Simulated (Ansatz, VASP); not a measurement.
## One calculation of Ir, two programs

```
CELL_PARAMETERS angstrom
4.76227 -3.36586 0.00000
4.76227 3.36586 0.00000
-1.96495 0.00000 3.97576
ATOMIC_POSITIONS crystal
Ir 0.82600 0.82600 0.17400
Ir 0.17400 0.17400 0.82600
Ir 0.24800 0.24800 0.18600
Ir 0.75200 0.75200 0.81400
Ir 0.76910 0.30290 0.18100
Ir 0.69710 0.23090 0.81900
Ir 0.23090 0.69710 0.81900
Ir 0.30290 0.76910 0.18100
```

Alike in both runs: task single point; functional PBE; k mesh 4 × 4 × 4; occupations gaussian, width 0.1 eV; no spin polarisation.

```csv
,VASP,Ansatz
version,VASP 6.6.1,Ansatz 0.2.0
potentials or method,"VASP PAW PBE potentials, release 64 (Ir), cutoff 520 eV","scalar-relativistic, plane waves, PAW"
valence electrons in the cell,72,136
```

Ansatz gave:

```
gap on the k mesh at the Fermi level (eV) : none
rms of the force components (eV/Å)        : 117.878
```

Problem. Estimate VASP's values.

Solution. gap on the k mesh at the Fermi level (eV): none; rms of the force components (eV/Å): 51.787.

Atom by atom the forces differ by 66.099 eV/Å (rms over components). A gap of «none» marks a metal or a gap that the smearing closes. VASP's potentials hold 72 valence electrons a cell and Ansatz's 136, so a difference there can come from the potentials and not from the codes.

The k mesh is coarse, so the values compare programs but aren't converged. Neither program's run includes spin-orbit coupling.
